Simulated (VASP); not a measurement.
# TiO2 in VASP: further runs, part 2 of 2

VASP 6.6.1. The steps go on from the part before.

### 3 Single point, PBEsol

INCAR reads:

```
SYSTEM = TiO2
PREC = Accurate
ENCUT = 520
EDIFF = 1E-6
ISMEAR = 0
SIGMA = 0.01
LREAL = .FALSE.
LASPH = .TRUE.
NELM = 80
ALGO = Normal
ISIF = 2
LWAVE = .FALSE.
LCHARG = .FALSE.
GGA = PS
NBANDS = 19
```

KPOINTS reads:

```
regular mesh
0
G
  8 8 8
  0 0 0
```

POSCAR reads:

```
TiO2
1.0
    1.4973310000      0.8644850000      6.9815440000
   -1.4973310000      0.8644850000      6.9815440000
    0.0000000000     -1.7289690000      6.9815440000
Ti O
1 2
Direct
   -0.0011936230     -0.0011936230     -0.0011936237
    0.6204670000      0.6204670000      0.6204670000
    0.3795330000      0.3795330000      0.3795330000
```

Potentials or basis: VASP PAW PBE potentials, release 64 (Ti_sv, O).

Launch:

```sh
> cat potpaw_PBE.64/Ti_sv/POTCAR potpaw_PBE.64/O/POTCAR > POTCAR
> mpirun -np 1 vasp_std > vasp.out
```

OUTCAR:

```text
SYSTEM = TiO2
   PREC = Accurate
   ENCUT = 520
   EDIFF = 1E-6
   ISMEAR = 0
   LREAL = .FALSE.
   LASPH = .TRUE.
   NELM = 80
   ISIF = 2
   GGA = PS

 ion  position               nearest neighbor table
   1  0.999  0.999  0.999-   2 1.97   2 1.97   2 1.97   3 1.99   3 1.99   3 1.99
   2  0.620  0.620  0.620-   1 1.97   1 1.97   1 1.97
   3  0.380  0.380  0.380-   1 1.99   1 1.99   1 1.99

  LATTYP: Found a trigonal (rhomboedric) cell.
 ALAT       =     7.1924468064
 COS(alpha) =     0.9133212835

  Lattice vectors:

 A1 = (   1.4973310000,   0.8644850000,   6.9815440000)
 A2 = (  -1.4973310000,   0.8644850000,   6.9815440000)
 A3 = (   0.0000000000,  -1.7289690000,   6.9815440000)

Analysis of symmetry for initial positions (statically):
=====================================================================
 Subroutine PRICEL returns:
 Original cell was already a primitive cell.

 Routine SETGRP: Setting up the symmetry group for a
 trigonal (rhombohedral) supercell.

 Subroutine GETGRP returns: Found  6 space group operations
 (whereof  6 operations were pure point group operations)
 out of a pool of 12 trial point group operations.

The static configuration has the point symmetry C_3v.

Analysis of symmetry for dynamics (positions and initial velocities):
=====================================================================
 Subroutine PRICEL returns:
 Original cell was already a primitive cell.

 Routine SETGRP: Setting up the symmetry group for a
 trigonal (rhombohedral) supercell.

 Subroutine GETGRP returns: Found  6 space group operations
 (whereof  6 operations were pure point group operations)
 out of a pool of 12 trial point group operations.

The dynamic configuration has the point symmetry C_3v.

 Subroutine INISYM returns: Found  6 space group operations
 (whereof  6 operations are pure point group operations),
 and found     1 'primitive' translations

----------------------------------------------------------------------------------------

                                     Primitive cell

  volume of cell :      54.2223

  direct lattice vectors                    reciprocal lattice vectors
     1.497331000  0.864485000  6.981544000     0.333927502  0.192793086  0.047744921
    -1.497331000  0.864485000  6.981544000    -0.333927502  0.192793086  0.047744921
     0.000000000 -1.728969000  6.981544000     0.000000000 -0.385586172  0.047744949

  length of vectors
     7.192446806  7.192446806  7.192446762     0.388530987  0.388530987  0.388530920

  position of ions in fractional coordinates (direct lattice)
     0.998806377  0.998806377  0.998806376
     0.620467000  0.620467000  0.620467000
     0.379533000  0.379533000  0.379533000

  ion indices of the primitive-cell ions
   primitive index   ion index
                 1           1
                 2           2
                 3           3

----------------------------------------------------------------------------------------

 KPOINTS: regular mesh

Automatic generation of k-mesh.
 Grid dimensions read from file:
 generate k-points for:    8    8    8

 Generating k-lattice:

  Cartesian coordinates                     Fractional coordinates (reciprocal lattice)
     0.041740938  0.024099136  0.005968115     0.125000000 -0.000000000  0.000000000
    -0.041740938  0.024099136  0.005968115    -0.000000000  0.125000000  0.000000000
     0.000000000 -0.048198271  0.005968119     0.000000000  0.000000000  0.125000000

  Length of vectors
     0.048566373  0.048566373  0.048566365

  Shift w.r.t. Gamma in fractional coordinates (k-lattice)
     0.000000000  0.000000000  0.000000000

 Subroutine IBZKPT returns following result:
 ===========================================

 Found     65 irreducible k-points:

 Following reciprocal coordinates:
            Coordinates               Weight
  0.000000  0.000000  0.000000      1.000000
  0.125000  0.000000 -0.000000      6.000000
  0.250000  0.000000 -0.000000      6.000000
  0.375000  0.000000 -0.000000      6.000000
  0.500000  0.000000 -0.000000      3.000000
  0.125000  0.125000 -0.000000      6.000000
[... 16 lines left out ...]
  0.250000  0.125000  0.125000      6.000000
  0.375000  0.125000  0.125000      6.000000
 [... further k-points ...]
   k-points           NKPTS =     65   k-points in BZ     NKDIM =     65   number of bands    NBANDS=     19
   number of dos      NEDOS =    301   number of ions     NIONS =      3
   total plane-waves  NPLWV = 157464
   dimension x,y,z NGX =    54 NGY =   54 NGZ =   54
   dimension x,y,z NGXF=   108 NGYF=  108 NGZF=  108
   ions per type =               1   2
   NGX,Y,Z   is equivalent  to a cutoff of  12.48, 12.48, 12.48 a.u.
   NGXF,Y,Z  is equivalent  to a cutoff of  24.96, 24.96, 24.96 a.u.
 SYSTEM =  TiO2
   PREC   = accura    normal or accurate (medium, high low for compatibility)
   ISTART =      0    job   : 0-new  1-cont  2-samecut
   ICHARG =      2    charge: 1-file 2-atom 10-const
   ISPIN  =      1    spin polarized calculation?
   LNONCOLLINEAR =      F non collinear calculations
   LSORBIT =      F    spin-orbit coupling
   LASPH  =      T    aspherical Exc in radial PAW
   ENCUT  =  520.0 eV  38.22 Ry    6.18 a.u.  13.37 13.37 13.37*2*pi/ulx,y,z
   NELM   =     80;   NELMIN=  2; NELMDL= -5     # of ELM steps
   EDIFF  = 0.1E-05   stopping-criterion for ELM
   LREAL  =      F    real-space projection
   EDIFFG = 0.1E-04   stopping-criterion for IOM
   NSW    =      0    number of steps for IOM
   IBRION =     -1    ionic relax: 0-MD 1-quasi-New 2-CG
   NFREE  =      0    steps in history (QN), initial steepest desc. (CG)
   ISIF   =      2    stress and relaxation
   ISYM   =      2    0-nonsym 1-usesym 2-fastsym
   POTIM  = 0.5000    time-step for ionic-motion
   TEBEG  =    0.0;   TEEND  =   0.0 temperature during run
   PSTRESS=    0.0 pullay stress
   NELECT =      24.0000    total number of electrons
   NUPDOWN=      -1.0000    fix difference up-down
   EMIN   =  10.00;   EMAX   =-10.00  energy-range for DOS
   EFERMI =   0.00;   METHOD = LEGACY
   ISMEAR =     0;   SIGMA  =   0.01  broadening in eV -4-tet -1-fermi 0-gaus
   EFERMI_NEDOS =   21; number of points for ismear=-14 and -15
   IALGO  =     38    algorithm
   IMIX   =      4    mixing-type and parameters
     AMIX     =   0.40;   BMIX     =  1.00
     AMIX_MAG =   1.60;   BMIX_MAG =  1.00
  volume/ion in A,a.u.               =      18.07       121.97
  Fermi-wavevector in a.u.,A,eV,Ry     =   1.247630  2.357680 21.178580  1.556582
  Thomas-Fermi vector in A             =   2.381754
   LORBIT       =      0    0 simple, 1 ext, 2 COOP (PROOUT), +10 PAW based schemes
   GGA     = PS    functional components
   LHFCALC =     F    Hartree Fock is set to
   AEXX    =    0.0000 exact exchange contribution
   IVDW    =     0    specifies the selected vdW correction
   LEPSILON=     F    determine dielectric tensor
   LRPA    =     F    only Hartree local field effects (RPA)
 non-spin polarized calculation
 Gauss-broadening in eV      SIGMA  =   0.01
  energy-cutoff  :      520.00
  volume of cell :       54.22
 maximum number of plane-waves:      1507
 NGX is ok and might be reduce to    54
   NGX = 27   NGY = 27   NGZ = 27

 number of electron      24.0000004 magnetization

 Free energy of the ion-electron system (eV)
  ---------------------------------------------------
  ext. energy  EPLUGINS =         0.00000000
  ---------------------------------------------------
  free energy    TOTEN  =       -27.62374317 eV

  energy without entropy =      -27.62374317  energy(sigma->0) =      -27.62374317

 E-fermi :  -1.0275     XC(G=0):  -7.7381

 val. band max:       -1.1911290948   @ k =  -0.1250   0.1250   0.0000
 cond. band min:       1.4616168910   @ k =   0.0000   0.0000   0.0000
 fundamental gap:      2.6527459858
 Fermi energy:        -1.0274934818

 k-point     1 :       0.0000    0.0000    0.0000
  band No.  band energies     occupation
      1     -57.3061      2.00000
      2     -33.6775      2.00000
      3     -33.3972      2.00000
      4     -33.3972      2.00000
      5     -18.5162      2.00000
      6     -16.7147      2.00000
[... 11 lines left out ...]
     18       5.9204      0.00000
     19       9.0731      0.00000
[... 485 lines left out ...]
 k-point    24 :       0.3750    0.1250    0.1250
  band No.  band energies     occupation
      1     -57.2706      2.00000
      2     -33.6968      2.00000
      3     -33.6105      2.00000
      4     -33.4536      2.00000
      5     -17.8641      2.00000
      6     -17.0147      2.00000
[... 11 lines left out ...]
     18       7.5958      0.00000
     19      10.2993      0.00000

 [... further k-points ...]
[... 5 lines left out ...]
  --------------------------------------------------------------------------------------
  -------------------------------------------------------------------------------------
  Total       -1.5473884     -1.5473892     -0.8021169      0.0000000     -0.0000000      0.0000000
  in kB      -45.7227230    -45.7227453    -23.7012032      0.0000000     -0.0000011      0.0000000
  external PRESSURE =     -38.3822238 kB  Pullay stress =       0.0000000 kB

 VOLUME and BASIS-vectors are now :
 -----------------------------------------------------------------------------
  energy-cutoff  :      520.00
  volume of cell :       54.22
      direct lattice vectors                 reciprocal lattice vectors
     1.497331000  0.864485000  6.981544000     0.333927502  0.192793086  0.047744921
    -1.497331000  0.864485000  6.981544000    -0.333927502  0.192793086  0.047744921
     0.000000000 -1.728969000  6.981544000     0.000000000 -0.385586172  0.047744949

 POSITION                                       TOTAL-FORCE (eV/Angst)
 -----------------------------------------------------------------------------------
      0.00000      0.00000     20.91963         0.000000      0.000000      0.592166
      0.00000      0.00000     12.99545         0.000000      0.000000      0.086261
      0.00000      0.00000      7.94918         0.000000     -0.000000     -0.678426
 -----------------------------------------------------------------------------------
    total drift:                               -0.000000     -0.000001      0.000132

  FREE ENERGIE OF THE ION-ELECTRON SYSTEM (eV)
  ---------------------------------------------------
  free  energy   TOTEN  =       -27.6237431737 eV

  energy  without entropy=      -27.6237431737  energy(sigma->0) =      -27.62374317
```

Wall time 6 min (1 thread of Intel Xeon 6975P-C, shared host); peak memory 0.42 GiB.

Results:

* Free energy: -27.6237 eV
* Pressure: -3.8 GPa
* Largest force: 0.678 eV/Å
* Band gap on the k mesh: 2.65 eV, indirect (least direct gap 2.82 eV)

Forces in eV/Å, atoms in the order of the input:
```
Ti   0.000  0.000  0.592
O    0.000  0.000  0.086
O    0.000  0.000 -0.678
```

Stress tensor (GPa, compression positive):
```
-4.57  0.00  0.00
 0.00 -4.57  0.00
 0.00  0.00 -2.37
```

Caveat: the PAW data sets were made with another functional, which shifts forces and pressure a little.

### 4 Single point, PBEsol

INCAR reads:

```
SYSTEM = TiO2
ALGO = Normal
EDIFF = 1E-6
ENCUT = 520
GGA = PS
ISIF = 2
ISMEAR = 0
LASPH = .True.
LCHARG = .False.
LREAL = .False.
LWAVE = .False.
NBANDS = 19
NELM = 60
PREC = Accurate
SIGMA = 0.01
```

KPOINTS reads:

```
k-points
0
Gamma
  8 8 8
  0 0 0
```

POSCAR: that of step 3 with these lines changed.

```diff
@@ -8,3 +8,3 @@
 Direct
-   -0.0011936230     -0.0011936230     -0.0011936237
+    0.0000000000      0.0000000000      0.0000000000
     0.6204670000      0.6204670000      0.6204670000
```

Potentials or basis: VASP PAW PBE potentials, release 64 (Ti_sv, O).

Launch:

```sh
> cat potpaw_PBE.64/Ti_sv/POTCAR potpaw_PBE.64/O/POTCAR > POTCAR
> mpirun -np 1 vasp_std > vasp.out
```

OUTCAR:

```text
SYSTEM = TiO2
   EDIFF = 1E-6
   ENCUT = 520
   GGA = PS
   ISIF = 2
   ISMEAR = 0
   LASPH = .True.
   LREAL = .False.
   NELM = 60
   PREC = Accurate

 ion  position               nearest neighbor table
   1  0.000  0.000  0.000-   2 1.98   2 1.98   3 1.98   3 1.98   2 1.98   3 1.98
   2  0.620  0.620  0.620-   1 1.98   1 1.98   1 1.98
   3  0.380  0.380  0.380-   1 1.98   1 1.98   1 1.98

  LATTYP: Found a trigonal (rhomboedric) cell.
 ALAT       =     7.1924468064
 COS(alpha) =     0.9133212835

  Lattice vectors:

 A1 = (   1.4973310000,   0.8644850000,   6.9815440000)
 A2 = (  -1.4973310000,   0.8644850000,   6.9815440000)
 A3 = (   0.0000000000,  -1.7289690000,   6.9815440000)

Analysis of symmetry for initial positions (statically):
=====================================================================
 Subroutine PRICEL returns:
 Original cell was already a primitive cell.

 Routine SETGRP: Setting up the symmetry group for a
 trigonal (rhombohedral) supercell.

[... 160 lines left out ...]

 Free energy of the ion-electron system (eV)
  ---------------------------------------------------
  ext. energy  EPLUGINS =         0.00000000
  ---------------------------------------------------
  free energy    TOTEN  =       -27.63115033 eV

  energy without entropy =      -27.63115033  energy(sigma->0) =      -27.63115033

 E-fermi :  -1.0124     XC(G=0):  -7.7381

 val. band max:       -1.1975479486   @ k =  -0.1250   0.1250   0.0000
 cond. band min:       1.4604312250   @ k =   0.0000   0.0000   0.0000
 fundamental gap:      2.6579791736
 Fermi energy:        -1.0124035774

 k-point     1 :       0.0000    0.0000    0.0000
  band No.  band energies     occupation
      1     -57.3064      2.00000
      2     -33.6783      2.00000
      3     -33.3972      2.00000
      4     -33.3972      2.00000
      5     -18.5073      2.00000
      6     -16.7246      2.00000
[... 505 lines left out ...]
      6     -17.0354      2.00000
[... 11 lines left out ...]
     18       7.6010      0.00000
     19      10.2993      0.00000

 [... further k-points ...]
[... 5 lines left out ...]
  --------------------------------------------------------------------------------------
  -------------------------------------------------------------------------------------
  Total       -1.5666959     -1.5666967     -0.7938526      0.0000000     -0.0000000      0.0000000
  in kB      -46.2932263    -46.2932488    -23.4570088      0.0000000     -0.0000011      0.0000000
  external PRESSURE =     -38.6811613 kB  Pullay stress =       0.0000000 kB

 VOLUME and BASIS-vectors are now :
 -----------------------------------------------------------------------------
  energy-cutoff  :      520.00
  volume of cell :       54.22
      direct lattice vectors                 reciprocal lattice vectors
     1.497331000  0.864485000  6.981544000     0.333927502  0.192793086  0.047744921
    -1.497331000  0.864485000  6.981544000    -0.333927502  0.192793086  0.047744921
     0.000000000 -1.728969000  6.981544000     0.000000000 -0.385586172  0.047744949

 POSITION                                       TOTAL-FORCE (eV/Angst)
 -----------------------------------------------------------------------------------
      0.00000      0.00000      0.00000         0.000000     -0.000000     -0.000000
      0.00000      0.00000     12.99545        -0.000000      0.000000      0.385087
      0.00000      0.00000      7.94918        -0.000000     -0.000000     -0.385087
 -----------------------------------------------------------------------------------
    total drift:                               -0.000000      0.000000     -0.000000

  FREE ENERGIE OF THE ION-ELECTRON SYSTEM (eV)
  ---------------------------------------------------
  free  energy   TOTEN  =       -27.6311503261 eV

  energy  without entropy=      -27.6311503261  energy(sigma->0) =      -27.63115033
```

OSZICAR:

```text
N       E                     dE             d eps       ncg     rms          rms(c)
DAV:   1     0.264667865200E+03    0.26467E+03   -0.12573E+04  2470   0.131E+03
DAV:   2    -0.860448456200E+01   -0.27327E+03   -0.25987E+03  2894   0.374E+02
DAV:   3    -0.342979108521E+02   -0.25693E+02   -0.25497E+02  2910   0.125E+02
DAV:   4    -0.355637694638E+02   -0.12659E+01   -0.12640E+01  3721   0.249E+01
DAV:   5    -0.355828362842E+02   -0.19067E-01   -0.19065E-01  2827   0.300E+00    0.217E+01
DAV:   6    -0.284667671037E+02    0.71161E+01   -0.40613E+01  2926   0.749E+01    0.964E+00
DAV:   7    -0.278431134656E+02    0.62365E+00   -0.11179E+01  2772   0.302E+01    0.701E+00
DAV:   8    -0.276499934780E+02    0.19312E+00   -0.15727E+00  2521   0.146E+01    0.182E+00
DAV:   9    -0.276657852145E+02   -0.15792E-01   -0.14715E-01  3246   0.309E+00    0.183E+00
DAV:  10    -0.276345672305E+02    0.31218E-01   -0.77996E-02  2626   0.317E+00    0.778E-01
DAV:  11    -0.276309243299E+02    0.36429E-02   -0.25963E-02  2689   0.179E+00    0.143E-01
DAV:  12    -0.276311841632E+02   -0.25983E-03   -0.33323E-03  2534   0.759E-01    0.134E-01
DAV:  13    -0.276311801204E+02    0.40428E-05   -0.70677E-04  2486   0.220E-01    0.388E-02
DAV:  14    -0.276311679259E+02    0.12195E-04   -0.17272E-04  2889   0.133E-01    0.435E-02
DAV:  15    -0.276311507466E+02    0.17179E-04   -0.95844E-05  2509   0.117E-01    0.782E-03
DAV:  16    -0.276311503261E+02    0.42053E-06   -0.62426E-06  2996   0.245E-02
   1 F= -.27631150E+02 E0= -.27631150E+02  d E =-.893185-153
```

Run time: 6.5 min. Hardware: 1 thread of Intel Xeon 6975P-C, shared host; peak memory 0.42 GiB.

What came out:

| Quantity | Value |
| --- | --- |
| Free energy | -27.6312 eV |
| Pressure | -3.9 GPa |
| Largest force | 0.385 eV/Å |
| Band gap on the k mesh | 2.66 eV, indirect (least direct gap 2.83 eV) |

Forces on the atoms (eV/Å):
```
Ti   0.000  0.000  0.000
O    0.000  0.000  0.385
O    0.000  0.000 -0.385
```

Caveat: the PAW data sets were made with another functional, which shifts forces and pressure a little.
